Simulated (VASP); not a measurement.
# Ge (Fmmm) in VASP: single point with PBE

Aim: the single point of Ge with PBE.

Program: VASP 6.6.1. These are calculated values, not measurements. Logs are shortened: lines on timing, memory, paths and dates and some standing lists are left out, and cuts for length are marked.

### Step 1. The cell of the first run

The structure is orthorhombic, space group Fmmm (No. 69). Conventional cell: a = 3.628 Å, b = 4.565 Å, c = 4.940 Å, α = 90.00°, β = 90.00°, γ = 90.00°. Within 3.8 Å of Ge (site symmetry mmm) lie 14 Ge at 2.92 to 3.63 Å.

### Step 2. Single point, PBE

Contents of INCAR:

```
PREC = Accurate
ENCUT = 500
EDIFF = 1E-6
ISMEAR = 0
SIGMA = 0.1
LREAL = False
LASPH = True
NELM = 120
ALGO = Normal
ISIF = 2
LWAVE = False
LCHARG = True
GGA = PE
LELF = True
LVHAR = True
NBANDS = 13
GGA_COMPAT = False
```

Contents of KPOINTS:

```
regular mesh
0
Gamma
  8 8 8
```

Contents of POSCAR:

```
Ge
1.0
    0.0000000000      2.2823871100      2.4699523400
    1.8141694800      0.0000000000      2.4699523400
    1.8141694800      2.2823871100      0.0000000000
Ge
1
Direct
    0.0000000000      0.0000000000      0.0000000000
```

Potentials or basis: VASP PAW PBE potentials, release 64 (Ge_d).

Run with:

```
> cat potpaw_PBE.64/Ge_d/POTCAR > POTCAR
> mpirun -np 1 vasp_std > vasp.out
```

OUTCAR:

```text
PREC = Accurate
   ENCUT = 500
   EDIFF = 1E-6
   ISMEAR = 0
   LREAL = False
   LASPH = True
   NELM = 120
   ISIF = 2
   GGA = PE

 ion  position               nearest neighbor table
   1  0.000  0.000  0.000-

  LATTYP: Found a face centered orthorhombic cell.
 ALAT       =     3.6283389600
 B/A-ratio  =     1.2580892442
 C/A-ratio  =     1.3614782782

  Lattice vectors:

 A1 = (   0.0000000000,   2.2823871100,   2.4699523400)
 A2 = (   1.8141694800,   0.0000000000,   2.4699523400)
 A3 = (   1.8141694800,   2.2823871100,   0.0000000000)

Analysis of symmetry for initial positions (statically):
=====================================================================
 Subroutine PRICEL returns:
 Original cell was already a primitive cell.

 Routine SETGRP: Setting up the symmetry group for a
 face centered orthorhombic supercell.

 Subroutine GETGRP returns: Found  8 space group operations
 (whereof  8 operations were pure point group operations)
 out of a pool of  8 trial point group operations.

The static configuration has the point symmetry D_2h.

Analysis of symmetry for dynamics (positions and initial velocities):
=====================================================================
 Subroutine PRICEL returns:
 Original cell was already a primitive cell.

 Routine SETGRP: Setting up the symmetry group for a
 face centered orthorhombic supercell.

 Subroutine GETGRP returns: Found  8 space group operations
 (whereof  8 operations were pure point group operations)
 out of a pool of  8 trial point group operations.

The dynamic configuration has the point symmetry D_2h.

 Subroutine INISYM returns: Found  8 space group operations
 (whereof  8 operations are pure point group operations),
 and found     1 'primitive' translations

----------------------------------------------------------------------------------------

                                     Primitive cell

  volume of cell :      20.4544

  direct lattice vectors                    reciprocal lattice vectors
     0.000000000  2.282387110  2.469952340    -0.275608208  0.219068885  0.202433056
     1.814169480  0.000000000  2.469952340     0.275608208 -0.219068885  0.202433056
     1.814169480  2.282387110  0.000000000     0.275608208  0.219068885 -0.202433056

  length of vectors
     3.363027725  3.064616691  2.915562008     0.406115997  0.406115997  0.406115997

  position of ions in fractional coordinates (direct lattice)
     0.000000000  0.000000000  0.000000000

  ion indices of the primitive-cell ions
   primitive index   ion index
                 1           1

----------------------------------------------------------------------------------------

 KPOINTS: regular mesh

Automatic generation of k-mesh.
 Grid dimensions read from file:
 generate k-points for:    8    8    8

 Generating k-lattice:

  Cartesian coordinates                     Fractional coordinates (reciprocal lattice)
    -0.034451026  0.027383611  0.025304132     0.125000000  0.000000000  0.000000000
     0.034451026 -0.027383611  0.025304132     0.000000000  0.125000000  0.000000000
     0.034451026  0.027383611 -0.025304132     0.000000000  0.000000000  0.125000000

  Length of vectors
     0.050764500  0.050764500  0.050764500

  Shift w.r.t. Gamma in fractional coordinates (k-lattice)
     0.000000000  0.000000000  0.000000000

 Subroutine IBZKPT returns following result:
 ===========================================

 Found     95 irreducible k-points:

 Following reciprocal coordinates:
            Coordinates               Weight
  0.000000  0.000000  0.000000      1.000000
  0.125000  0.000000  0.000000      8.000000
  0.250000  0.000000  0.000000      8.000000
  0.375000 -0.000000  0.000000      8.000000
  0.500000  0.000000  0.000000      4.000000
  0.125000  0.125000  0.000000      2.000000
[... 16 lines left out ...]
  0.250000  0.000000  0.125000      8.000000
  0.375000  0.000000  0.125000      8.000000
 [... further k-points ...]
   k-points           NKPTS =     95   k-points in BZ     NKDIM =     95   number of bands    NBANDS=     13
   number of dos      NEDOS =    301   number of ions     NIONS =      1
   total plane-waves  NPLWV =  16128
   dimension x,y,z NGX =    28 NGY =   24 NGZ =   24
   dimension x,y,z NGXF=    56 NGYF=   48 NGZF=   48
   ions per type =               1
   NGX,Y,Z   is equivalent  to a cutoff of  13.84, 13.02, 13.68 a.u.
   NGXF,Y,Z  is equivalent  to a cutoff of  27.68, 26.04, 27.37 a.u.
 SYSTEM =  unknown system
   PREC   = accura    normal or accurate (medium, high low for compatibility)
   ISTART =      0    job   : 0-new  1-cont  2-samecut
   ICHARG =      2    charge: 1-file 2-atom 10-const
   ISPIN  =      1    spin polarized calculation?
   LNONCOLLINEAR =      F non collinear calculations
   LSORBIT =      F    spin-orbit coupling
   LASPH  =      T    aspherical Exc in radial PAW
   ENCUT  =  500.0 eV  36.75 Ry    6.06 a.u.   6.13  5.59  5.32*2*pi/ulx,y,z
   NELM   =    120;   NELMIN=  2; NELMDL= -5     # of ELM steps
   EDIFF  = 0.1E-05   stopping-criterion for ELM
   LREAL  =      F    real-space projection
   EDIFFG = 0.1E-04   stopping-criterion for IOM
   NSW    =      0    number of steps for IOM
   IBRION =     -1    ionic relax: 0-MD 1-quasi-New 2-CG
   NFREE  =      0    steps in history (QN), initial steepest desc. (CG)
   ISIF   =      2    stress and relaxation
   ISYM   =      2    0-nonsym 1-usesym 2-fastsym
   POTIM  = 0.5000    time-step for ionic-motion
   TEBEG  =    0.0;   TEEND  =   0.0 temperature during run
   PSTRESS=    0.0 pullay stress
   NELECT =      14.0000    total number of electrons
   NUPDOWN=      -1.0000    fix difference up-down
   EMIN   =  10.00;   EMAX   =-10.00  energy-range for DOS
   EFERMI =   0.00;   METHOD = LEGACY
   ISMEAR =     0;   SIGMA  =   0.10  broadening in eV -4-tet -1-fermi 0-gaus
   EFERMI_NEDOS =   21; number of points for ismear=-14 and -15
   IALGO  =     38    algorithm
   IMIX   =      4    mixing-type and parameters
     AMIX     =   0.40;   BMIX     =  1.00
     AMIX_MAG =   1.60;   BMIX_MAG =  1.00
  volume/ion in A,a.u.               =      20.45       138.03
  Fermi-wavevector in a.u.,A,eV,Ry     =   1.442743  2.726389 28.320621  2.081507
  Thomas-Fermi vector in A             =   2.561229
   LORBIT       =      0    0 simple, 1 ext, 2 COOP (PROOUT), +10 PAW based schemes
   GGA     = PE    functional components
   LHFCALC =     F    Hartree Fock is set to
   AEXX    =    0.0000 exact exchange contribution
   IVDW    =     0    specifies the selected vdW correction
   LEPSILON=     F    determine dielectric tensor
   LRPA    =     F    only Hartree local field effects (RPA)
 non-spin polarized calculation
 Gauss-broadening in eV      SIGMA  =   0.10
  energy-cutoff  :      500.00
  volume of cell :       20.45
 maximum number of plane-waves:       531
 NGX is ok and might be reduce to    28
   NGX = 13   NGY = 11   NGZ = 11

 number of electron      14.0000003 magnetization

 Free energy of the ion-electron system (eV)
  ---------------------------------------------------
  ext. energy  EPLUGINS =         0.00000000
  ---------------------------------------------------
  free energy    TOTEN  =        -4.18180103 eV

  energy without entropy =       -4.17946419  energy(sigma->0) =       -4.18063261

 E-fermi :   5.7456     XC(G=0): -10.8996

 val. band max:        5.7219195230   @ k =  -0.1250   0.2500   0.1250
 cond. band min:       5.7608233546   @ k =   0.0000   0.5000   0.5000
 fundamental gap:      0.0389038316
 Fermi energy:         5.7455846147

 k-point     1 :       0.0000    0.0000    0.0000
  band No.  band energies     occupation
      1     -18.8091      2.00000
      2     -18.7930      2.00000
      3     -18.7808      2.00000
      4     -18.7368      2.00000
      5     -18.7110      2.00000
      6      -6.5744      2.00000
      7      13.7372      0.00000
      8      14.1477      0.00000
      9      14.7592      0.00000
     10      19.4675      0.00000
     11      20.2272      0.00000
     12      20.4077      0.00000
     13      21.6677      0.00000

 k-point     2 :       0.1250    0.0000    0.0000
  band No.  band energies     occupation
      1     -18.8038      2.00000
      2     -18.7871      2.00000
      3     -18.7746      2.00000
      4     -18.7386      2.00000
      5     -18.7138      2.00000
      6      -6.1967      2.00000
      7      11.5859      0.00000
      8      13.0243      0.00000
      9      14.1957      0.00000
     10      18.0983      0.00000
     11      19.3203      0.00000
     12      21.2038      0.00000
     13      21.4220      0.00000

 k-point     3 :       0.2500    0.0000    0.0000
  band No.  band energies     occupation
      1     -18.8053      2.00000
      2     -18.7798      2.00000
      3     -18.7436      2.00000
      4     -18.7402      2.00000
      5     -18.7185      2.00000
      6      -5.0702      2.00000
      7       7.3261      0.00000
      8      11.5261      0.00000
      9      13.6595      0.00000
     10      16.1715      0.00000
     11      18.1326      0.00000
     12      20.9336      0.00000
     13      22.5763      0.00000
[... 305 lines left out ...]
 k-point    23 :       0.2500    0.0000    0.1250
  band No.  band energies     occupation
      1     -18.7917      2.00000
      2     -18.7854      2.00000
      3     -18.7508      2.00000
      4     -18.7385      2.00000
      5     -18.7246      2.00000
      6      -5.3137      2.00000
      7       9.1209      0.00000
      8      11.8004      0.00000
      9      12.3909      0.00000
     10      16.9765      0.00000
     11      17.9353      0.00000
     12      20.2385      0.00000
     13      22.1571      0.00000

 k-point    24 :       0.3750    0.0000    0.1250
  band No.  band energies     occupation
      1     -18.7997      2.00000
      2     -18.7801      2.00000
      3     -18.7425      2.00000
      4     -18.7273      2.00000
      5     -18.7116      2.00000
      6      -3.7688      2.00000
      7       5.1523      2.00000
      8      10.0767      0.00000
      9      11.6035      0.00000
     10      16.1289      0.00000
     11      17.9728      0.00000
     12      21.0303      0.00000
     13      24.0351      0.00000

 [... further k-points ...]
[... 5 lines left out ...]
  --------------------------------------------------------------------------------------
  -------------------------------------------------------------------------------------
  Total       -0.1383936     -0.4259026     -0.7351710     -0.0000000      0.0000000      0.0000000
  in kB      -10.8402884    -33.3606958    -57.5855071     -0.0000000      0.0000000      0.0000000
  external PRESSURE =     -33.9288304 kB  Pullay stress =       0.0000000 kB

 VOLUME and BASIS-vectors are now :
 -----------------------------------------------------------------------------
  energy-cutoff  :      500.00
  volume of cell :       20.45
      direct lattice vectors                 reciprocal lattice vectors
     0.000000000  2.282387110  2.469952340    -0.275608208  0.219068885  0.202433056
     1.814169480  0.000000000  2.469952340     0.275608208 -0.219068885  0.202433056
     1.814169480  2.282387110  0.000000000     0.275608208  0.219068885 -0.202433056

 POSITION                                       TOTAL-FORCE (eV/Angst)
 -----------------------------------------------------------------------------------
      0.00000      0.00000      0.00000        -0.000000     -0.000000      0.000000
 -----------------------------------------------------------------------------------
    total drift:                                0.000000     -0.000000     -0.000000

  FREE ENERGIE OF THE ION-ELECTRON SYSTEM (eV)
  ---------------------------------------------------
  free  energy   TOTEN  =        -4.1818010270 eV

  energy  without entropy=       -4.1794641878  energy(sigma->0) =       -4.18063261
```

It took 11 s on 1 thread of Intel Xeon Platinum 8488C (Sapphire Rapids), shared host; peak memory 0.15 GiB.

Results:

```
Free energy            : -4.1818 eV
Pressure               : -3.4 GPa
Band gap on the k mesh : zero (band 7 reaches 13.74 eV, above the bottom of band 8 at 3.56 eV)
```
